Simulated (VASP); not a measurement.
A run of VASP 6.6.1 is set up as follows.

File POSCAR:

```
SiAsO4
1.0
    0.0000000000      4.7083610000      0.0000000000
    4.7083610000      0.0000000000      0.0000000000
    2.3541810000      2.3541810000     -3.5888320000
As Si O
1 1 4
Direct
    0.0000000000      0.0000000000      0.0000000000
    0.7500000000      0.2500000000      0.5000000000
    0.4000000000      0.3000000000      0.7200000000
    0.7000000000      0.1200000000      0.2800000000
    0.8800000000      0.9800000000      0.7200000000
    0.0200000000      0.6000000000      0.2800000000
```

The input INCAR.step1:

```
ALGO     = Normal         # electronic algorithm
EDIFF    = 1E-5           # SCF threshold, eV
EDIFFG   = -0.005         # ionic threshold
ENCUT    = 660            # plane-wave cutoff, eV
GGA      = PE             # functional
GGA_COMPAT= False        
IBRION   = 2              # ionic algorithm
ISIF     = 3              # what is computed and relaxed
ISMEAR   = -1             # smearing method
LASPH    = True           # aspherical terms in the spheres
LCHARG   = False          # write CHGCAR
LDAU     = True           # DFT+U
LDAUJ    = 0 0 0        
LDAUL    = 1 -1 1         # shell
LDAUTYPE = 2            
LDAUU    = 7.22 0 3.79    # U, eV
LREAL    = False          # projectors in reciprocal space
LWAVE    = True           # write WAVECAR
NELM     = 200            # most SCF steps
NELMIN   = 4            
NSW      = 100            # ionic steps
PREC     = Accurate       # precision mode
SIGMA    = 0.0954         # smearing width, eV
```

The input INCAR.step2:

```
ALGO     = Normal         # electronic algorithm
EDIFF    = 1E-7           # SCF threshold, eV
EDIFFG   = -0.01          # ionic threshold
ENCUT    = 660            # plane-wave cutoff, eV
GGA_COMPAT= False        
IBRION   = 2              # ionic algorithm
ISIF     = 3              # what is computed and relaxed
ISMEAR   = -1             # smearing method
ISTART   = 1            
LASPH    = True           # aspherical terms in the spheres
LCHARG   = False          # write CHGCAR
LDAU     = True           # DFT+U
LDAUJ    = 0 0 0        
LDAUL    = 1 -1 1         # shell
LDAUPRINT= 1            
LDAUTYPE = 2            
LDAUU    = 7.22 0 3.79    # U, eV
LMIXTAU  = True         
LREAL    = False          # projectors in reciprocal space
LWAVE    = False          # write WAVECAR
METAGGA  = R2SCAN         # meta-GGA
NELM     = 200            # most SCF steps
NELMIN   = 4            
NSW      = 100            # ionic steps
PREC     = Accurate       # precision mode
PSTRESS  = 50.0         
SIGMA    = 0.0954         # smearing width, eV
```

Contents of KPOINTS:

```
k-points
0
Gamma
  5 5 5
```

Potentials or basis: VASP PAW PBE potentials, release 64 (As, Si, O).

The run is started by

```sh
$ cat potpaw_PBE.64/As/POTCAR potpaw_PBE.64/Si/POTCAR potpaw_PBE.64/O/POTCAR > POTCAR
$ cp INCAR.step1 INCAR
$ mpirun -np 1 vasp_std > vasp.out
$ cp INCAR.step2 INCAR
$ mpirun -np 1 vasp_std > vasp.out
```

Task: Estimate the space group after relaxing (to 0.1 Å).

Result: I-4 (No. 82).

Task: Estimate the relaxed cell.

Result: a = 4.745 Å, b = 4.745 Å, c = 4.976 Å, α = 61.53°, β = 61.53°, γ = 90.00°.

Task: What does it give for the band gap on the k mesh?

Result: Zero (an odd number of electrons rules out a gap without spin polarisation).

Task: Estimate the relaxed volume.

Result: 13.79 Å³/atom.

The path:
| step | energy change (eV) | largest force (eV/Å) | pressure (GPa) | volume (Å³) |
| --- | --- | --- | --- | --- |
| 1 | 0.0000 | 2.1641 | 27.33 | 79.56 |
| 2 | 0.0503 | 2.6164 | -16.10 | 102.80 |
| 3 | -0.9433 | 0.8453 | 3.24 | 87.95 |
| 4 | -0.9319 | 0.8263 | 4.16 | 87.52 |
| 5 | -0.9268 | 0.8218 | 4.51 | 87.35 |
| 6 | -0.9758 | 0.7223 | 5.37 | 87.43 |
| 7 | -0.9779 | 0.5554 | 5.16 | 87.41 |
| 8 | -1.0263 | 0.3683 | 3.93 | 87.60 |
| 9 | -1.0638 | 0.1775 | 1.92 | 87.89 |
| 10 | -1.0399 | 0.0872 | 4.06 | 86.38 |
| 11 | -1.0238 | 0.1685 | 4.92 | 85.79 |
| 12 | -1.0188 | 0.1292 | 4.81 | 85.56 |
| 13 | -1.0060 | 0.2185 | 4.59 | 85.08 |
| 14 | -1.0013 | 0.2030 | 4.67 | 84.88 |
| 15 | -0.9862 | 0.1584 | 4.90 | 84.26 |
| 16 | -0.9523 | 0.0833 | 5.37 | 83.05 |
| 17 | -0.9420 | 0.0706 | 5.50 | 82.71 |
| 18 | -0.9470 | 0.0430 | 4.92 | 82.85 |
| 19 | -0.9471 | 0.0433 | 4.90 | 82.85 |
| 20 | -0.9464 | 0.0312 | 4.96 | 82.82 |
| 21 | -0.9454 | 0.0464 | 5.03 | 82.79 |
| 22 | -0.9453 | 0.0316 | 5.00 | 82.78 |
| 23 | -0.9449 | 0.0158 | 4.96 | 82.76 |
| 24 | -0.9440 | 0.0067 | 5.05 | 82.74 |

Caveat: the cell is relaxed towards a set pressure, so the run minimises the enthalpy, not the energy; the PAW data sets were made with another functional, which shifts forces and pressure a little; an odd number of electrons without spin polarisation forces a metal; a magnetic or distorted state may lie lower; U without spin polarisation on a metal has little footing.
